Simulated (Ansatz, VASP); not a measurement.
Two plane-wave programs on HfN

```
Hf N
1.0
     0.00000    2.23612    2.23612
     2.23612    0.00000    2.23612
     2.23612    2.23612    0.00000
Hf N
1 1
Direct
  0.50000 0.50000 0.50000
  0.00000 0.00000 0.00000
```

Alike in both runs: task single point; functional PBEsol; dispersion D3(BJ); k mesh 10 × 10 × 10; occupations gaussian, width 0.05 eV; no spin polarisation.

```csv
,VASP,Ansatz
version,VASP 6.6.1,Ansatz 0.2.0
potentials or method,"VASP PAW PBE potentials, release 64 (Hf_pv, N), cutoff 520 eV","scalar-relativistic, plane waves, PAW"
valence electrons in the cell,15,31
```

Ansatz gave:

| Quantity | Value |
| --- | --- |
| gap on the k mesh at the Fermi level (eV) | none |
| pressure (GPa) | 0.0 |

Question: Which values does VASP return?

Answer: gap on the k mesh at the Fermi level (eV): none; pressure (GPa): -2.1.

VASP's potentials were made for PBE, not for PBEsol. A gap of «none» marks a metal or a gap that the smearing closes. VASP's potentials hold 15 valence electrons a cell and Ansatz's 31, so a difference there can come from the potentials and not from the codes.

Neither program's run includes spin-orbit coupling.
